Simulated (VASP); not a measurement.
Crystal: MnO2.

```
CELL_PARAMETERS angstrom
2.90416 0.00000 0.00000
0.00000 3.84481 0.00000
0.00000 0.00000 6.16426
ATOMIC_POSITIONS crystal
Mn 0.50000 0.50000 0.34330
Mn 0.00000 0.00000 0.65670
O 0.50000 0.00000 0.83757
O 0.00000 0.50000 0.16243
O 0.50000 0.00000 0.42180
O 0.00000 0.50000 0.57820
```

Base run:

| Property | Result |
| --- | --- |
| Program | VASP 6.6.1 |
| Functional | PBE |
| Dispersion | TS |
| Potentials or basis | VASP PAW PBE potentials, release 64 (Mn_pv, O) |
| Cutoff | 520 eV |
| k mesh | 7 × 5 × 3 |
| Occupations | gaussian, width 0.02 eV |
| Spin | collinear spin, ferromagnetic start |
| Starting moments | [4.0, 4.0, 0.0, 0.0, 0.0, 0.0] μB |

Its results: band gap on the k mesh zero (filled and empty bands overlap); pressure -8.6 GPa; net moment 6.00 μB per cell; site moments Mn +2.78; O +0.12, -0.00 (each value once) μB; largest force 0.668 eV/Å.

Task: The run is repeated on the same cell with these changes: dispersion from TS to D2. What comes out?

Result: Band gap on the k mesh zero (filled and empty bands overlap); pressure -8.1 GPa; net moment 6.00 μB per cell; site moments Mn +2.78; O +0.12, -0.00 (each value once) μB; largest force 0.652 eV/Å.

Caveats: the cell stands under tension; semilocal functionals often make such compounds metallic where correlation or magnetic order opens a gap, which also shifts bond lengths; only a ferromagnetic start was run, and an antiferromagnetic order may lie lower in energy.
